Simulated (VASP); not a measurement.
Au, 1 atom in the cell. The typed cell holds 1 atom: a = 2.998 Å, b = 2.998 Å, c = 2.999 Å, α = 120.01°, β = 120.01°, γ = 60.02°.  This cell differs from its parent crystal: volume scaled by 1.06, then relaxed in part.

* Program: VASP 6.6.1
* Task: single point
* Functional: PBE
* Potentials or basis: VASP PAW PBE potentials, release 64 (Au)
* Cutoff: 520 eV
* k mesh: 22 × 22 × 22
* Occupations: gaussian, width 0.1 eV
* Spin: no spin polarisation
* Dipole correction: no
* Further INCAR settings: ALGO = Fast; EDIFF = 1e-06; NBANDS = 12

Potentials or basis: VASP PAW PBE potentials, release 64 (Au).

The run is started by

```console
$ cat potpaw_PBE.64/Au/POTCAR > POTCAR
$ mpirun -np 1 vasp_std > vasp.out
```

Hardware: 1 thread of Intel Xeon 6975P-C, on a shared host.

Q: How long does it take, and how much memory?

A: It took 5 min on 1 thread of Intel Xeon 6975P-C, with other jobs on the host, peak memory 0.69 GiB. Counts: scf iterations 12, k points 2796.
